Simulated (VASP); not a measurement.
Here is a VASP 6.6.1 calculation.

File INCAR:

```
  ALGO = Normal
  EDIFF = 1E-8
  ENCUT = 500
  GGA = PE
  GGA_COMPAT = F
  IBRION = 8
  ISIF = 2
  ISMEAR = 0
  KPAR = 4
  LASPH = T
  LCHARG = F
  LMAXMIX = 6
  LREAL = F
  LWAVE = F
  NBANDS = 34
  NELM = 200
  NSW = 1
  PREC = Accurate
  SIGMA = 0.1
```

File KPOINTS:

```
k-points
0
Gamma
  8 8 4
```

File POSCAR:

```
Tb3YPb
1.0
    4.4794450487      0.0000000000      0.0000000000
    0.0000000000      4.4794450487      0.0000000000
    0.0000000000      0.0000000000      8.2194102650
Tb Y Pb
3 1 1
Direct
    0.0000000000      0.5000000000      0.6775064067
    0.0000000000      0.0000000000      0.3347859994
    0.5000000000      0.0000000000      0.6775064067
    0.5000000000      0.5000000000      0.0789475521
    0.0000000000      0.0000000000      0.9675325953
```

Potentials or basis: VASP PAW PBE potentials, release 64 (Tb_3, Y_sv, Pb_d), 4f in core.

Launch:

```sh
$ cat potpaw_PBE.64/Tb_3/POTCAR potpaw_PBE.64/Y_sv/POTCAR potpaw_PBE.64/Pb_d/POTCAR > POTCAR
$ mpirun -np 4 vasp_std > vasp.out
```

Estimate the highest phonon frequency at Γ.

131 cm⁻¹.

Phonon frequencies in cm⁻¹ (negative: imaginary):
```tsv
q point	frequencies
(0.000, 0.000, 0.000)	-1 -1 -1 49 49 49 50 61 61 101 123 123 130 131 131
```

Caveat: spin-orbit coupling is left out, which moves the levels of the heavy elements; the 4f electrons are frozen in the core, so they carry no moment and show no levels. Spin polarisation is off, so any magnetic state and its effect on volume and gap are missing.
